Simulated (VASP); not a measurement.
Set up this calculation in VASP 6.6.1, as the native input.

```
Task                   : single point
Functional             : PBE
Potentials or basis    : VASP PAW PBE potentials, release 64 (W_sv)
Cutoff                 : 500 eV
k mesh                 : 21 × 21 × 21
Occupations            : gaussian, width 0.05 eV
Spin                   : no spin polarisation
Dipole correction      : no
Further INCAR settings : ALGO = Normal; EDIFF = 1e-06; NBANDS = 13
```

The structure of W lies in POSCAR:

```
W
1.0
    0.0000000000      1.9885598007      1.9885598007
    1.9885598007      0.0000000000      1.9885598007
    1.9885598007      1.9885598007      0.0000000000
W
1
Direct
    0.0000000000      0.0000000000      0.0000000000
```

This isn't the form of W at room conditions, which is bcc.

One way to write it, as run:

INCAR

```
ALGO = Normal ; EDIFF = 1E-6
ENCUT = 500 ; GGA = PE
GGA_COMPAT = False ; ISIF = 2
ISMEAR = 0 ; LASPH = True
LCHARG = True ; LELF = True
LREAL = False ; LVHAR = True
LWAVE = False ; NBANDS = 13
NELM = 120 ; PREC = Accurate
SIGMA = 0.05
```

KPOINTS

```
k-points
0
Gamma
  21 21 21
```

Potentials or basis: VASP PAW PBE potentials, release 64 (W_sv).

Command:

```console
$ cat potpaw_PBE.64/W_sv/POTCAR > POTCAR
$ mpirun -np 1 vasp_std > vasp.out
```

It gave:

| Property | Result |
| --- | --- |
| Pressure | 14.8 GPa |
| Band gap on the k mesh | zero (bands 7 and 8 overlap by 3.80 eV) |

Caveat: the cell stands under pressure; spin-orbit coupling is left out, which moves the levels of the heavy elements.

Wall time 29 s on 1 thread of Intel(R) Xeon(R) Platinum 8375C CPU @ 2.90GHz (Ice Lake) (shared host), peak memory 0.18 GiB.
